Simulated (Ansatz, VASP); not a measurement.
## Si16O in VASP and in Ansatz

```xyz
17
Lattice="0.0000 5.4019 -5.4019 5.4019 5.4019 0.0000 5.4019 0.0000 -5.4019" Properties=species:S:1:pos:R:3 pbc="T T T"
Si    1.3804    1.6206   -1.5750
Si    4.0342    4.0733   -1.3054
Si    1.0113    3.8966   -3.9984
Si    3.7811    6.6234   -3.9026
Si    4.0803    1.3751   -4.1033
Si    6.7032    4.1053   -4.0156
Si    4.0294    4.0907   -6.7342
Si    6.6473    6.7730   -6.6518
Si    5.3747    5.4554   -2.6452
Si    2.7775    2.9048   -2.8990
Si    5.1047    7.9076   -5.3004
Si    2.6850    5.6315   -5.6710
Si    8.0665    5.4235   -5.3782
Si    5.4308    2.7549   -5.4346
Si    7.9788    8.1537   -8.0020
Si    5.3500    5.4371   -8.0552
O     1.3273   -0.6367    0.0473
```

Alike in both runs: functional LDA; k mesh 3 × 3 × 3; occupations gaussian, width 0.02 eV; no spin polarisation.

Ansatz relaxed the structure, and its values are those at the end. VASP's run is a single point on that final structure, the one shown.

|  | VASP | Ansatz |
| --- | --- | --- |
| version | VASP 6.6.1 | Ansatz 0.2.0 |
| potentials or method | VASP PAW LDA potentials, release 64 (Si, O), cutoff 520 eV | scalar-relativistic, plane waves, PAW |
| valence electrons in the cell | 70 | 70 |

|  | VASP | Ansatz | Ansatz less VASP |
| --- | --- | --- | --- |
| gap on the k mesh at the Fermi level (eV) | 0.39 | 0.39 | +0.004 |
| least direct gap on the mesh (eV) | 0.39 | 0.39 | +0.004 |
| rms of the force components (eV/Å) | 0.028 | 0.005 | -0.0229 |

LDA's correlation is that of Perdew and Zunger in VASP and of Perdew and Wang (1992) in Ansatz.
